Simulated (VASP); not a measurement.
# Tl8Br7 (a cell with a defect) in VASP: single point with PBE

Aim: the single point of Tl8Br7 (a cell with a defect) with PBE.

Everything below comes from runs of VASP 6.6.1. Logs are shortened: lines on timing, memory, paths and dates and some standing lists are left out, and cuts for length are marked.

### 1 The cell of the first run

The cell holds a defect, 15 atoms: a = 8.002 Å, b = 8.002 Å, c = 8.002 Å, α = 90.00°, β = 90.00°, γ = 90.00°.

### 2 Single point, PBE

INCAR reads:

```
SYSTEM = Tl8Br7
PREC = Accurate
ENCUT = 520
EDIFF = 1E-7
ISMEAR = -1
SIGMA = 0.1
LREAL = Auto
LASPH = .TRUE.
NELM = 80
ALGO = Normal
ISIF = 2
LWAVE = .FALSE.
LCHARG = .FALSE.
GGA = PE
NBANDS = 90
```

KPOINTS reads:

```
regular mesh
0
G
  2 2 2
  0 0 0
```

POSCAR reads:

```
Tl8Br7
1.0
    8.0015780000      0.0000000000      0.0000000000
    0.0000000000      8.0015780000      0.0000000000
    0.0000000000      0.0000000000      8.0015780000
Tl Br
8 7
Direct
    0.0013522333     -0.0005788858      0.0014453399
    0.0001093534     -0.0004377886      0.5003691772
    0.0192622005      0.5004286654      0.0216862224
    0.0203693571      0.5005791358      0.4828232631
    0.5003663027     -0.0005346445      0.0024523913
    0.4991599157     -0.0003619286      0.5016590478
    0.4803913678      0.5006156286      0.0205480719
    0.4815075226      0.5007722227      0.4816043785
    0.2504093568      0.2243363747      0.2516813559
    0.2511198416      0.2481158092      0.7517253472
    0.2504202296      0.7716671637      0.2517053511
    0.2502556371      0.7542084824      0.7516523616
    0.7504555976      0.2482252876      0.2513499212
    0.7507522891      0.7542369768      0.2516518617
    0.7503864863      0.5861924985      0.7516376145
```

Potentials or basis: VASP PAW PBE potentials, release 64 (Tl_d, Br).

Command:

```
cat potpaw_PBE.64/Tl_d/POTCAR potpaw_PBE.64/Br/POTCAR > POTCAR
mpirun -np 1 vasp_std > vasp.out
```

OUTCAR:

```text
SYSTEM = Tl8Br7
   PREC = Accurate
   ENCUT = 520
   EDIFF = 1E-7
   ISMEAR = -1
   LREAL = Auto
   LASPH = .TRUE.
   NELM = 80
   ISIF = 2
   GGA = PE

 ion  position               nearest neighbor table
   1  0.001  0.999  0.001-   9 3.35  11 3.36  12 3.44  14 3.45  10 3.46  13 3.46   2 3.99   5 3.99
                             3 4.00   5 4.01   2 4.01   3 4.01
   2  0.000  1.000  0.500-   9 3.35  11 3.36  14 3.43  12 3.45  13 3.45   1 3.99   6 3.99   4 4.00
                             6 4.01   1 4.01   4 4.01
   3  0.019  0.500  0.022-  15 3.13  11 3.39   9 3.42   7 3.69   4 3.69   1 4.00   1 4.01
   4  0.020  0.501  0.483-  15 3.12  11 3.39   9 3.42   3 3.69   8 3.69   2 4.00   2 4.01
   5  0.500  0.999  0.002-   9 3.35  11 3.36  14 3.44  12 3.45  13 3.45  10 3.46   1 3.99   6 3.99
                             7 4.00   6 4.01   1 4.01   7 4.02
   6  0.499  1.000  0.502-   9 3.35  11 3.36  12 3.44  10 3.45  14 3.45  13 3.47   2 3.99   5 3.99
                             8 4.00   5 4.01   2 4.01   8 4.02
   7  0.480  0.501  0.021-  15 3.13  11 3.39   9 3.42   8 3.69   3 3.69   5 4.00   5 4.02
   8  0.482  0.501  0.482-  15 3.12  11 3.39   9 3.42   7 3.69   4 3.69   6 4.00   6 4.02
   9  0.250  0.224  0.252-   6 3.35   2 3.35   5 3.35   1 3.35   3 3.42   7 3.42   4 3.42   8 3.42

  10  0.251  0.248  0.752-   6 3.45   1 3.46   5 3.46
  11  0.250  0.772  0.252-   6 3.36   2 3.36   5 3.36   1 3.36   8 3.39   7 3.39   4 3.39   3 3.39

  12  0.250  0.754  0.752-   1 3.44   6 3.44   5 3.45   2 3.45
  13  0.750  0.248  0.251-   2 3.45   5 3.45   1 3.46   6 3.47
  14  0.751  0.754  0.252-   2 3.43   5 3.44   1 3.45   6 3.45
  15  0.750  0.586  0.752-   4 3.12   8 3.12   7 3.13   3 3.13

  LATTYP: Found a simple cubic cell.
 ALAT       =     8.0015780000

  Lattice vectors:

 A1 = (   8.0015780000,   0.0000000000,   0.0000000000)
 A2 = (   0.0000000000,   8.0015780000,   0.0000000000)
 A3 = (   0.0000000000,   0.0000000000,   8.0015780000)

Analysis of symmetry for initial positions (statically):
=====================================================================
 Subroutine PRICEL returns:
 Original cell was already a primitive cell.

 Routine SETGRP: Setting up the symmetry group for a
 simple cubic supercell.

 Subroutine GETGRP returns: Found  1 space group operations
 (whereof  1 operations were pure point group operations)
 out of a pool of 48 trial point group operations.

The static configuration has the point symmetry C_1 .

Analysis of symmetry for dynamics (positions and initial velocities):
=====================================================================
 Subroutine PRICEL returns:
 Original cell was already a primitive cell.

 Routine SETGRP: Setting up the symmetry group for a
 simple cubic supercell.

 Subroutine GETGRP returns: Found  1 space group operations
 (whereof  1 operations were pure point group operations)
 out of a pool of 48 trial point group operations.

The dynamic configuration has the point symmetry C_1 .

 Subroutine INISYM returns: Found  1 space group operations
 (whereof  1 operations are pure point group operations),
 and found     1 'primitive' translations

----------------------------------------------------------------------------------------

                                     Primitive cell

  volume of cell :     512.3030

  direct lattice vectors                    reciprocal lattice vectors
     8.001578000  0.000000000  0.000000000     0.124975349  0.000000000  0.000000000
     0.000000000  8.001578000  0.000000000     0.000000000  0.124975349  0.000000000
     0.000000000  0.000000000  8.001578000     0.000000000  0.000000000  0.124975349

  length of vectors
     8.001578000  8.001578000  8.001578000     0.124975349  0.124975349  0.124975349

  position of ions in fractional coordinates (direct lattice)
     0.001352233  0.999421114  0.001445340
     0.000109353  0.999562211  0.500369177
     0.019262201  0.500428665  0.021686222
     0.020369357  0.500579136  0.482823263
     0.500366303  0.999465355  0.002452391
     0.499159916  0.999638071  0.501659048
     0.480391368  0.500615629  0.020548072
     0.481507523  0.500772223  0.481604379
     0.250409357  0.224336375  0.251681356
     0.251119842  0.248115809  0.751725347
[... 36 lines left out ...]
     0.000000000  0.062487674  0.000000000     0.000000000  0.500000000  0.000000000
     0.000000000  0.000000000  0.062487674     0.000000000  0.000000000  0.500000000

  Length of vectors
     0.062487674  0.062487674  0.062487674

  Shift w.r.t. Gamma in fractional coordinates (k-lattice)
     0.000000000  0.000000000  0.000000000

 Subroutine IBZKPT returns following result:
 ===========================================

 Found      8 irreducible k-points:

 Following reciprocal coordinates:
            Coordinates               Weight
  0.000000  0.000000  0.000000      1.000000
  0.500000  0.000000  0.000000      1.000000
  0.000000  0.500000  0.000000      1.000000
  0.000000  0.000000  0.500000      1.000000
  0.500000  0.500000  0.000000      1.000000
  0.000000  0.500000  0.500000      1.000000
  0.500000  0.000000  0.500000      1.000000
  0.500000  0.500000  0.500000      1.000000
   k-points           NKPTS =      8   k-points in BZ     NKDIM =      8   number of bands    NBANDS=     90
   number of dos      NEDOS =    301   number of ions     NIONS =     15
   total plane-waves  NPLWV = 216000
   dimension x,y,z NGX =    60 NGY =   60 NGZ =   60
   dimension x,y,z NGXF=   120 NGYF=  120 NGZF=  120
   ions per type =               8   7
   NGX,Y,Z   is equivalent  to a cutoff of  12.47, 12.47, 12.47 a.u.
   NGXF,Y,Z  is equivalent  to a cutoff of  24.93, 24.93, 24.93 a.u.
 SYSTEM =  Tl8Br7
   PREC   = accura    normal or accurate (medium, high low for compatibility)
   ISTART =      0    job   : 0-new  1-cont  2-samecut
   ICHARG =      2    charge: 1-file 2-atom 10-const
   ISPIN  =      1    spin polarized calculation?
   LNONCOLLINEAR =      F non collinear calculations
   LSORBIT =      F    spin-orbit coupling
   LASPH  =      T    aspherical Exc in radial PAW
   ENCUT  =  520.0 eV  38.22 Ry    6.18 a.u.  14.88 14.88 14.88*2*pi/ulx,y,z
   NELM   =     80;   NELMIN=  2; NELMDL= -5     # of ELM steps
   EDIFF  = 0.1E-06   stopping-criterion for ELM
   LREAL  =      T    real-space projection
   EDIFFG = 0.1E-05   stopping-criterion for IOM
   NSW    =      0    number of steps for IOM
   IBRION =     -1    ionic relax: 0-MD 1-quasi-New 2-CG
   NFREE  =      0    steps in history (QN), initial steepest desc. (CG)
   ISIF   =      2    stress and relaxation
   ISYM   =      2    0-nonsym 1-usesym 2-fastsym
   POTIM  = 0.5000    time-step for ionic-motion
   TEBEG  =    0.0;   TEEND  =   0.0 temperature during run
   PSTRESS=    0.0 pullay stress
   NELECT =     153.0000    total number of electrons
   NUPDOWN=      -1.0000    fix difference up-down
   EMIN   =  10.00;   EMAX   =-10.00  energy-range for DOS
   EFERMI =   0.00;   METHOD = LEGACY
   ISMEAR =    -1;   SIGMA  =   0.10  broadening in eV -4-tet -1-fermi 0-gaus
   EFERMI_NEDOS =   21; number of points for ismear=-14 and -15
   IALGO  =     38    algorithm
   IMIX   =      4    mixing-type and parameters
     AMIX     =   0.40;   BMIX     =  1.00
     AMIX_MAG =   1.60;   BMIX_MAG =  1.00
  volume/ion in A,a.u.               =      34.15       230.48
  Fermi-wavevector in a.u.,A,eV,Ry     =   1.094283  2.067895 16.292369  1.197455
  Thomas-Fermi vector in A             =   2.230585
   LORBIT       =      0    0 simple, 1 ext, 2 COOP (PROOUT), +10 PAW based schemes
   GGA     = PE    functional components
   LHFCALC =     F    Hartree Fock is set to
   AEXX    =    0.0000 exact exchange contribution
   IVDW    =     0    specifies the selected vdW correction
   LEPSILON=     F    determine dielectric tensor
   LRPA    =     F    only Hartree local field effects (RPA)
 non-spin polarized calculation
  energy-cutoff  :      520.00
  volume of cell :      512.30
 maximum number of plane-waves:     13854
 NGX is ok and might be reduce to    60
   NGX = 29   NGY = 29   NGZ = 29

 number of electron     153.0000021 magnetization

 Free energy of the ion-electron system (eV)
  ---------------------------------------------------
  ext. energy  EPLUGINS =         0.00000000
  ---------------------------------------------------
  free energy    TOTEN  =       -40.22156561 eV

  energy without entropy =      -40.16522465  energy(sigma->0) =      -40.19339513

 E-fermi :   4.1283     XC(G=0):  -8.5746

 val. band max:        4.0634537061   @ k =   0.0000   0.5000   0.0000
 cond. band min:       4.2259848276   @ k =   0.0000   0.0000   0.0000
 fundamental gap:      0.1625311215
 Fermi energy:         4.1283379324

 k-point     1 :       0.0000    0.0000    0.0000
  band No.  band energies     occupation
      1     -11.9126      2.00000
      2     -11.6814      2.00000
      3     -11.6600      2.00000
      4     -11.5250      2.00000
      5     -11.5166      2.00000
      6     -11.4111      2.00000
[... 717 lines left out ...]
     87       6.5097      0.00000
     88       6.5126      0.00000
 [bands above 88 left out]

------------------------ aborting loop because EDIFF is reached ----------------------------------------

  FORCE on cell =-STRESS in cart. coord.  units (eV):
  Direction    XX          YY          ZZ          XY          YZ          ZX
  --------------------------------------------------------------------------------------
  -------------------------------------------------------------------------------------
  Total        2.9212670      3.2605883      2.9188405     -0.0068253     -0.0121452      0.0033655
  in kB        9.1359751     10.1971690      9.1283864     -0.0213456     -0.0379830      0.0105254
  external PRESSURE =       9.4871768 kB  Pullay stress =       0.0000000 kB

 VOLUME and BASIS-vectors are now :
 -----------------------------------------------------------------------------
  energy-cutoff  :      520.00
  volume of cell :      512.30
      direct lattice vectors                 reciprocal lattice vectors
     8.001578000  0.000000000  0.000000000     0.124975349  0.000000000  0.000000000
     0.000000000  8.001578000  0.000000000     0.000000000  0.124975349  0.000000000
     0.000000000  0.000000000  8.001578000     0.000000000  0.000000000  0.124975349

 POSITION                                       TOTAL-FORCE (eV/Angst)
 -----------------------------------------------------------------------------------
      0.01082      7.99695      0.01156        -0.014432     -0.021887     -0.014840
      0.00087      7.99808      4.00374        -0.013404     -0.019040      0.011973
      0.15413      4.00422      0.17352        -0.020660     -0.012640     -0.022609
      0.16299      4.00542      3.86335        -0.020948     -0.012802      0.018556
      4.00372      7.99730      0.01962         0.013312     -0.022136     -0.016339
      3.99407      7.99868      4.01406         0.015642     -0.021896      0.011519
      3.84389      4.00572      0.16442         0.020322     -0.012277     -0.022235
      3.85282      4.00697      3.85359         0.020697     -0.014012      0.019995
      2.00367      1.79505      2.01385         0.000789     -0.041817      0.007861
      2.00935      1.98532      6.01499        -0.001250      0.010140     -0.005058
      2.00376      6.17456      2.01404        -0.000738      0.004203      0.005430
      2.00244      6.03486      6.01441         0.001551      0.002254      0.004783
      6.00483      1.98619      2.01120        -0.001209      0.007535     -0.001036
      6.00720      6.03509      2.01361         0.000315      0.001865      0.002239
      6.00428      4.69046      6.01429         0.000012      0.152509     -0.000241
 -----------------------------------------------------------------------------------
    total drift:                                0.005289      0.024452      0.024650

  FREE ENERGIE OF THE ION-ELECTRON SYSTEM (eV)
  ---------------------------------------------------
  free  energy   TOTEN  =       -40.2215656120 eV

  energy  without entropy=      -40.1652246485  energy(sigma->0) =      -40.19339513
```

Wall time 10 min (1 thread of Intel Xeon Platinum 8488C (Sapphire Rapids), shared host); peak memory 0.6 GiB.

Results:

* Free energy: -40.2216 eV
* Pressure: 0.9 GPa
* Largest force: 0.153 eV/Å
* Band gap on the k mesh: zero (an odd number of electrons rules out a gap without spin polarisation)

Forces in eV/Å, atoms in the order of the input:
```
Tl  -0.014 -0.022 -0.015
Tl  -0.013 -0.019  0.012
Tl  -0.021 -0.013 -0.023
Tl  -0.021 -0.013  0.019
Tl   0.013 -0.022 -0.016
Tl   0.016 -0.022  0.012
Tl   0.020 -0.012 -0.022
Tl   0.021 -0.014  0.020
Br   0.001 -0.042  0.008
Br  -0.001  0.010 -0.005
Br  -0.001  0.004  0.005
Br   0.002  0.002  0.005
Br  -0.001  0.008 -0.001
Br   0.000  0.002  0.002
Br   0.000  0.153  0.000
```

Levels at points of the mesh, in eV from the Fermi level:
```tsv
k point	band 74	band 75	band 76	band 77	band 78	band 79
(0.00, 0.00, 0.00)	-2.72	-2.34	-2.34	-0.58	-0.34	-0.32
(0.50, 0.00, 0.00)	-3.05	-2.99	-2.96	0.33	0.39	0.70
(0.00, 0.50, 0.00)	-3.05	-2.87	-2.87	-0.06	0.80	0.94
(0.00, 0.00, 0.50)	-3.05	-2.99	-2.96	0.33	0.39	0.70
(0.50, 0.50, 0.00)	-2.94	-2.74	-2.38	0.59	0.87	1.00
(0.00, 0.50, 0.50)	-2.95	-2.74	-2.38	0.59	0.87	1.00
(0.50, 0.00, 0.50)	-2.88	-2.58	-2.56	0.63	0.63	0.69
(0.50, 0.50, 0.50)	-2.74	-2.66	-2.66	0.82	1.19	1.19
```

Caveat: the k points lie up to 0.39 Å⁻¹ apart, too coarse for converged energies and pressures of a metal; spin-orbit coupling is left out, which moves the levels of the heavy elements; an odd number of electrons without spin polarisation forces a metal; a magnetic or distorted state may lie lower.

The gap in the log of VASP goes by the Fermi energy; the results here count the filled bands.